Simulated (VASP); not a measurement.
Here is a VASP 6.6.1 calculation.

Contents of INCAR:

```
  PREC = Accurate
  ENCUT = 520
  EDIFF = 1E-7
  ISMEAR = 0
  SIGMA = 0.1
  LREAL = False
  LASPH = True
  NELM = 100
  ALGO = Normal
  ISIF = 2
  LWAVE = False
  LCHARG = True
  GGA = PS
  LELF = True
  LVHAR = True
  NBANDS = 8
```

KPOINTS

```
regular mesh
0
Gamma
  10 10 10
```

POSCAR

```
Al
1.0
    0.0000000000      2.0012861199      2.0012861199
    2.0012861199      0.0000000000      2.0012861199
    2.0012861199      2.0012861199      0.0000000000
Al
1
Direct
    0.0000000000      0.0000000000      0.0000000000
```

Potentials or basis: VASP PAW PBE potentials, release 64 (Al).

Run with:

```sh
$ cat potpaw_PBE.64/Al/POTCAR > POTCAR
$ mpirun -np 1 vasp_std > vasp.out
```

Question: What does it give for the pressure?

Answer: 0.5 GPa.

Caveat: the PAW data sets were made with another functional, which shifts forces and pressure a little.
